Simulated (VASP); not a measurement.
# Cd4SeS3 (I-42m) in VASP: further runs, part 2 of 2

VASP 6.6.1. The steps go on from the part before.

## (3) Single point, PBE (26.08 Å³/atom)

This run uses another cell than the first one, of 26.08 Å³/atom.

Contents of INCAR:

```
PREC = Accurate
ENCUT = 520
EDIFF = 1E-6
ISMEAR = 0
SIGMA = 0.02
LREAL = False
LASPH = True
NELM = 80
ALGO = Normal
ISIF = 2
LWAVE = False
LCHARG = True
GGA = PE
LELF = True
LVHAR = True
NBANDS = 46
```

Contents of KPOINTS:

```
Automatic mesh
0
Gamma
  6 6 6
```

Contents of POSCAR:

```
Cd4SeS3
1.0
   -2.9662640478      2.9662640478      5.9283745840
    2.9662640478     -2.9662640478      5.9283745840
    2.9662640478      2.9662640478     -5.9283745840
Cd Se S
4 1 3
Direct
    0.8855726201      0.3706887032      0.0000000000
    0.3706887032      0.8855726201      0.0000000000
    0.1144273799      0.1144273799      0.4851160831
    0.6293112968      0.6293112968      0.5148839169
    0.5000000000      0.5000000000      0.0000000000
    0.7500000000      0.2500000000      0.5000000000
    0.2500000000      0.7500000000      0.5000000000
    0.0000000000      0.0000000000      0.0000000000
```

Potentials or basis: VASP PAW PBE potentials, release 64 (Cd, Se, S).

The run is started by

```console
> cat potpaw_PBE.64/Cd/POTCAR potpaw_PBE.64/Se/POTCAR potpaw_PBE.64/S/POTCAR > POTCAR
> mpirun -np 1 vasp_std > vasp.out
```

OUTCAR:

```text
PREC = Accurate
   ENCUT = 520
   EDIFF = 1E-6
   ISMEAR = 0
   LREAL = False
   LASPH = True
   NELM = 80
   ISIF = 2
   GGA = PE

 ion  position               nearest neighbor table
   1  0.886  0.371  0.000-   8 2.54   7 2.55   6 2.55   5 2.64
   2  0.371  0.886  0.000-   8 2.54   6 2.55   7 2.55   5 2.64
   3  0.114  0.114  0.485-   8 2.54   7 2.55   6 2.55   5 2.64
   4  0.629  0.629  0.515-   8 2.54   7 2.55   6 2.55   5 2.64
   5  0.500  0.500  0.000-   4 2.64   3 2.64   2 2.64   1 2.64
   6  0.750  0.250  0.500-   2 2.55   3 2.55   4 2.55   1 2.55
   7  0.250  0.750  0.500-   1 2.55   3 2.55   4 2.55   2 2.55
   8  0.000  0.000  0.000-   1 2.54   2 2.54   3 2.54   4 2.54

  LATTYP: Found a body centered tetragonal cell.
 ALAT       =     5.9325280956
 C/A-ratio  =     1.9985997499

  Lattice vectors:

 A1 = (  -2.9662640478,   2.9662640478,   5.9283745840)
 A2 = (   2.9662640478,  -2.9662640478,   5.9283745840)
 A3 = (   2.9662640478,   2.9662640478,  -5.9283745840)

[... 189 lines left out ...]
 cond. band min:       2.0259400467   @ k =   0.0000   0.0000   0.0000
 fundamental gap:      0.9540678360
 Fermi energy:         1.2059726316

 k-point     1 :       0.0000    0.0000    0.0000
  band No.  band energies     occupation
      1     -11.2540      2.00000
      2     -10.7483      2.00000
      3     -10.7292      2.00000
      4     -10.7277      2.00000
      5      -6.6579      2.00000
      6      -6.6575      2.00000
[... 1165 lines left out ...]
     45       7.8095      0.00000
     46       7.9331      0.00000

 [... further k-points ...]

------------------------ aborting loop because EDIFF is reached ----------------------------------------

  FORCE on cell =-STRESS in cart. coord.  units (eV):
  Direction    XX          YY          ZZ          XY          YZ          ZX
  --------------------------------------------------------------------------------------
  -------------------------------------------------------------------------------------
  Total        2.6408563      2.6408563      2.6366499      0.0000000      0.0000000      0.0000000
  in kB       20.2787000     20.2787000     20.2463996      0.0000000      0.0000000      0.0000000
  external PRESSURE =      20.2679332 kB  Pullay stress =       0.0000000 kB

 VOLUME and BASIS-vectors are now :
 -----------------------------------------------------------------------------
  energy-cutoff  :      520.00
  volume of cell :      208.65
      direct lattice vectors                 reciprocal lattice vectors
    -2.966264048  2.966264048  5.928374584     0.000000000  0.168562202  0.084340150
     2.966264048 -2.966264048  5.928374584     0.168562202  0.000000000  0.084340150
     2.966264048  2.966264048 -5.928374584     0.168562202  0.168562202  0.000000000

 POSITION                                       TOTAL-FORCE (eV/Angst)
 -----------------------------------------------------------------------------------
     -1.52728      1.52728      7.44759         0.003504     -0.003504     -0.005332
      1.52728     -1.52728      7.44759        -0.003504      0.003504     -0.005332
      1.43898      1.43898     -1.51921         0.003504      0.003504      0.005332
      1.52728      1.52728      4.40916        -0.003504     -0.003504      0.005332
      0.00000      0.00000      5.92837         0.000000     -0.000000     -0.000000
     -0.00000      2.96626      2.96419         0.000000     -0.000000     -0.000000
      2.96626     -0.00000      2.96419         0.000000     -0.000000     -0.000000
      0.00000      0.00000      0.00000         0.000000     -0.000000     -0.000000
 -----------------------------------------------------------------------------------
    total drift:                               -0.000010     -0.000010     -0.000009

  FREE ENERGIE OF THE ION-ELECTRON SYSTEM (eV)
  ---------------------------------------------------
  free  energy   TOTEN  =       -23.8681186722 eV

  energy  without entropy=      -23.8681186722  energy(sigma->0) =      -23.86811867
```

OSZICAR:

```text
N       E                     dE             d eps       ncg     rms          rms(c)
DAV:   1     0.506397819427E+03    0.50640E+03   -0.34376E+04  2760   0.142E+03
DAV:   2     0.739708911498E+01   -0.49900E+03   -0.48433E+03  3002   0.353E+02
DAV:   3    -0.254318490561E+02   -0.32829E+02   -0.32603E+02  3226   0.869E+01
DAV:   4    -0.258877944834E+02   -0.45595E+00   -0.45536E+00  3194   0.988E+00
DAV:   5    -0.258946610916E+02   -0.68666E-02   -0.68661E-02  3254   0.120E+00    0.148E+01
DAV:   6    -0.239111180493E+02    0.19835E+01   -0.42660E+00  3400   0.150E+01    0.116E+01
DAV:   7    -0.238774988835E+02    0.33619E-01   -0.15694E+00  3092   0.494E+00    0.547E+00
DAV:   8    -0.238722328748E+02    0.52660E-02   -0.22090E-01  3198   0.345E+00    0.762E-01
DAV:   9    -0.238674469258E+02    0.47859E-02   -0.47671E-02  3348   0.188E+00    0.198E-01
DAV:  10    -0.238677262886E+02   -0.27936E-03   -0.32559E-03  3068   0.390E-01    0.156E-01
DAV:  11    -0.238679406199E+02   -0.21433E-03   -0.34694E-04  3082   0.818E-02    0.852E-02
DAV:  12    -0.238681191203E+02   -0.17850E-03   -0.24659E-04  3014   0.839E-02    0.222E-02
DAV:  13    -0.238681177040E+02    0.14163E-05   -0.19043E-05  3280   0.294E-02    0.150E-02
DAV:  14    -0.238681178042E+02   -0.10025E-06   -0.13020E-05  2848   0.157E-02    0.543E-03
DAV:  15    -0.238681186722E+02   -0.86796E-06   -0.33269E-06  2324   0.822E-03
   1 F= -.23868119E+02 E0= -.23868119E+02  d E =-.347629E-23
```

Run time: 3.9 min. Hardware: 1 thread of Intel Xeon 6975P-C (Granite Rapids), shared host; peak memory 0.53 GiB.

Results:

| Item | Value |
| --- | --- |
| Free energy | -23.8681 eV |
| Pressure | 2.0 GPa |
| Largest force | 0.007 eV/Å |
| Band gap on the k mesh | 0.95 eV |

Forces on the atoms (eV/Å):
```
Cd   0.004 -0.004 -0.005
Cd  -0.004  0.004 -0.005
Cd   0.004  0.004  0.005
Cd  -0.004 -0.004  0.005
Se   0.000  0.000  0.000
S    0.000  0.000  0.000
S    0.000  0.000  0.000
S    0.000  0.000  0.000
```

## (4) Single point, PBE

This run uses another cell than the first one, of 26.89 Å³/atom.

Contents of INCAR:

```
  PREC = Accurate
  ENCUT = 520
  EDIFF = 1E-7
  ISMEAR = 0
  SIGMA = 0.02
  LREAL = False
  LASPH = True
  NELM = 80
  ALGO = Normal
  ISIF = 2
  LWAVE = False
  LCHARG = False
  GGA = PE
  NBANDS = 46
```

KPOINTS is that of step 3.

Contents of POSCAR:

```
Cd4SeS3
1.0
   -2.9964655808      2.9964655808      5.9891464308
    2.9964655808     -2.9964655808      5.9891464308
    2.9964655808      2.9964655808     -5.9891464308
Cd Se S
4 1 3
Direct
    0.8851041164      0.3707581144      0.0000000000
    0.3707581144      0.8851041164      0.0000000000
    0.1148958836      0.1148958836      0.4856539980
    0.6292418856      0.6292418856      0.5143460020
    0.5000000000      0.5000000000      0.0000000000
    0.7500000000      0.2500000000      0.5000000000
    0.2500000000      0.7500000000      0.5000000000
    0.0000000000      0.0000000000      0.0000000000
```

The run is started by

```console
> cat potpaw_PBE.64/Cd/POTCAR potpaw_PBE.64/Se/POTCAR potpaw_PBE.64/S/POTCAR > POTCAR
> mpirun -np 1 vasp_std > vasp.out
```

Run time: 3.7 min. Hardware: 1 thread of Intel Xeon 6975P-C (Granite Rapids), shared host; peak memory 0.57 GiB.

The run converged. Its results:

* Free energy: -23.9149 eV
* Pressure: 0.3 GPa
* Largest force: 0.009 eV/Å
* Band gap on the k mesh: 0.89 eV

Forces in eV/Å, atoms in the order of the input:
```
Cd  -0.004  0.004  0.008
Cd   0.004 -0.004  0.008
Cd  -0.004 -0.004 -0.008
Cd   0.004  0.004 -0.008
Se   0.000  0.000  0.000
S    0.000  0.000  0.000
S    0.000  0.000  0.000
S    0.000  0.000  0.000
```

Levels at points of the mesh, in eV from the valence-band top:
```tsv
k point	band 33	band 34	band 35	band 36	band 37	band 38	band 39	band 40
(0.00, 0.00, 0.00)	-1.70	0.00	0.00	0.00	0.89	3.51	4.11	5.10
(0.50, 0.00, 0.00)	-1.20	-1.19	-0.80	-0.58	3.55	3.60	4.57	4.63
(0.50, 0.50, 0.00)	-0.79	-0.66	-0.56	-0.50	2.72	2.81	3.96	4.01
(0.50, 0.50, 0.50)	-1.07	-1.07	-0.79	-0.79	3.34	3.39	3.44	3.62
```

## (5) Relaxation of shape and atoms at fixed volume, PBE (27.69 Å³/atom)

This run uses another cell than the first one, of 27.69 Å³/atom.

Contents of INCAR:

```
SYSTEM = Cd4SeS3
PREC = Accurate
ENCUT = 600
EDIFF = 1E-6
ISMEAR = 0
SIGMA = 0.02
LREAL = .FALSE.
LASPH = .TRUE.
NELM = 60
ALGO = Normal
ISIF = 4
LWAVE = .FALSE.
LCHARG = .FALSE.
GGA = PE
IBRION = 2
NSW = 50
EDIFFG = -0.01
```

Contents of KPOINTS:

```
regular mesh
0
G
  6 6 6
  0 0 0
```

POSCAR, as its differences from that of step 4:

```diff
@@ -2,5 +2,5 @@
 1.0
-   -2.9964655808      2.9964655808      5.9891464308
-    2.9964655808     -2.9964655808      5.9891464308
-    2.9964655808      2.9964655808     -5.9891464308
+   -3.0261354865      3.0261354865      6.0484487670
+    3.0261354865     -3.0261354865      6.0484487670
+    3.0261354865      3.0261354865     -6.0484487670
 Cd Se S
```

The run is started by

```console
> cat potpaw_PBE.64/Cd/POTCAR potpaw_PBE.64/Se/POTCAR potpaw_PBE.64/S/POTCAR > POTCAR
> mpirun -np 1 vasp_std > vasp.out
```

Wall time 14 min (1 thread of Oxide Virtual Turin-like, shared host); peak memory 0.62 GiB.

The run converged. Its results:

```
Free energy             : -23.8974 eV
Pressure after relaxing : -1.2 GPa
Band gap on the k mesh  : 0.82 eV
```

Final structure:
```xyz
8
Lattice="-3.0261 3.0261 6.0484 3.0261 -3.0261 6.0484 3.0261 3.0261 -6.0484" Properties=species:S:1:pos:R:3 pbc="T T T"
Cd   -1.5565    1.5565    7.5960
Cd    1.5565   -1.5565    7.5960
Cd    1.4697    1.4697   -1.5476
Cd    1.5565    1.5565    4.5009
Se    0.0000    0.0000    6.0484
S     0.0000    3.0261    3.0242
S     3.0261    0.0000    3.0242
S     0.0000    0.0000    0.0000
```

Levels at points of the mesh, in eV from the valence-band top:
| k point | band 32 | band 33 | band 34 | band 35 | band 36 | band 37 | band 38 | band 39 | band 40 | band 41 |
| --- | --- | --- | --- | --- | --- | --- | --- | --- | --- | --- |
| (0.00, 0.00, 0.00) | -1.61 | -1.61 | 0.00 | 0.00 | 0.00 | 0.82 | 3.56 | 4.05 | 4.97 | 4.97 |
| (0.50, 0.00, 0.00) | -1.30 | -1.14 | -1.13 | -0.76 | -0.55 | 3.45 | 3.50 | 4.47 | 4.53 | 5.23 |
| (0.50, 0.50, 0.00) | -0.78 | -0.75 | -0.62 | -0.53 | -0.47 | 2.67 | 2.76 | 3.86 | 3.91 | 5.91 |
| (0.50, 0.50, 0.50) | -1.52 | -1.01 | -1.01 | -0.74 | -0.74 | 3.27 | 3.32 | 3.46 | 3.66 | 4.07 |

Caveat: the relaxation stopped at its first step, so nothing moved.

## (6) Overview

| task | cell | cutoff (eV) | gap on the mesh (eV) | pressure (GPa) | largest force (eV/Å) |
| --- | --- | --- | --- | --- | --- |
| single point | a = 7.187 Å, angles 131.8, 131.8, 70.6°, 8 atoms | 520 | 1.02 | 4.1 | - |
| single point | a = 7.262 Å, angles 131.8, 131.8, 70.6°, 8 atoms | 520 | 0.95 | 2.0 | 0.01 |
| single point | a = 7.337 Å, angles 131.8, 131.8, 70.6°, 8 atoms | 520 | 0.89 | 0.3 | 0.01 |
| relaxation of shape and atoms at fixed volume | relaxed from a = 7.409 Å, angles 131.8, 131.8, 70.6°, 8 atoms | 600 | 0.82 | -1.2 | - |

Alike in all rows: level PBE; potentials or basis VASP PAW PBE potentials, release 64 (Cd, Se, S); no spin polarisation; k mesh 6 × 6 × 6; smearing gaussian 0.02 eV.

Caveats: the cell stands under pressure (at least some runs); the relaxation stopped at its first step, so nothing moved (at least some runs).

Total energies depend on the potentials used, so only differences within one code and one set of settings carry meaning.
